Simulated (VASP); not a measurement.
Si3F: single point with PBE

Crystal: Si3F.

```
CELL_PARAMETERS angstrom
-2.46655 2.46655 2.46655
2.46655 -2.46655 2.46655
2.46655 2.46655 -2.46655
ATOMIC_POSITIONS crystal
Si 0.00000 0.50000 0.50000
Si 0.50000 0.00000 0.50000
Si 0.50000 0.50000 0.00000
F 0.00000 0.00000 0.00000
```

```yaml
Program: VASP 6.6.1
Task: single point
Functional: PBE
Potentials_or_basis: VASP PAW PBE potentials, release 64 (Si, F)
Cutoff: 520 eV
k_mesh: 6 × 6 × 6
Occupations: gaussian, width 0.1 eV
Spin: collinear spin, ferromagnetic start
Starting_moments: "[0.0, 0.0, 0.0, 1.0] μB"
Dipole_correction: no
Further_INCAR_settings: ALGO = Normal; EDIFF = 1e-07; NBANDS = 22
```

```json
{
  "Pressure": "0.0 GPa",
  "Net moment": "0.00 μB per cell",
  "Valence electrons inside the program's atomic spheres": "Si 1.57; F 6.01"
}
```

Levels at points of the mesh, in eV from the Fermi level:
Spin up:
```tsv
k point	band 7	band 8	band 9	band 10	band 11	band 12
(0.00, 0.00, 0.00)	-3.27	-3.27	-3.10	-3.10	2.25	2.25
(0.50, 0.00, 0.00)	-4.34	-4.29	-0.86	0.03	0.92	1.83
(0.50, 0.50, 0.50)	-3.77	-3.77	-3.77	-1.46	4.28	4.28
```
Spin down:
| k point | band 5 | band 6 | band 7 | band 8 | band 9 | band 10 | band 11 | band 12 | band 13 | band 14 |
| --- | --- | --- | --- | --- | --- | --- | --- | --- | --- | --- |
| (0.00, 0.00, 0.00) | -6.79 | -3.27 | -3.27 | -3.27 | -3.10 | -3.10 | 2.25 | 2.25 | 2.25 | 2.75 |
| (0.50, 0.00, 0.00) | -7.06 | -5.30 | -4.34 | -4.29 | -0.86 | 0.03 | 0.92 | 1.83 | 4.04 | 4.17 |
| (0.50, 0.50, 0.50) | -7.90 | -7.90 | -3.77 | -3.77 | -3.77 | -1.46 | 4.28 | 4.28 | 4.28 | 6.14 |

Wall time 37 s on 1 thread of Intel(R) Xeon(R) Platinum 8488C (Sapphire Rapids) (shared host), peak memory 0.2 GiB.
